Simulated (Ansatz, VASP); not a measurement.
One calculation of ScF, two programs

```xyz
8
Lattice="-3.4993 -0.0003 -0.0010 -0.0017 0.0000 -5.1882 -0.0006 -6.9982 0.0000" Properties=species:S:1:pos:R:3 pbc="T T T"
Sc   -1.7502   -3.4990   -1.4052
Sc   -1.7499   -0.0005   -1.4053
Sc   -3.5013   -5.2491   -3.7846
Sc   -3.5010   -1.7500   -3.7842
F    -1.7517   -5.2489   -5.1916
F    -1.7514   -1.7497   -5.1911
F    -3.5017   -6.9985   -5.1866
F    -0.0021   -3.4991   -5.1858
```

Change from the starting cell: cell x2, atoms moved at random (sigma 0.1 Å) and cell strained at random (1.5 %), then relaxed without symmetry.

Alike in both runs: functional PBE; k mesh 6 × 4 × 4; occupations gaussian, width 0.2 eV; no spin polarisation.

Ansatz relaxed the structure, and its values are those at the end. VASP's run is a single point on that final structure, the one shown.

|  | VASP | Ansatz |
| --- | --- | --- |
| version | VASP 6.6.1 | Ansatz 0.2.0 |
| potentials or method | VASP PAW PBE potentials, release 64 (Sc_sv, F), cutoff 520 eV | scalar-relativistic, plane waves, PAW |
| valence electrons in the cell | 72 | 72 |

VASP gave:

* gap on the k mesh at the Fermi level (eV): none
* pressure (GPa): 0.2
* rms of the force components (eV/Å): 0.028

Task: Which values does Ansatz return?

Result: gap on the k mesh at the Fermi level (eV): none; pressure (GPa): 0.0; rms of the force components (eV/Å): 0.001.

A gap of «none» marks a metal or a gap that the smearing closes. The functional is the same, so the differences come from potentials, cutoffs and numerics.
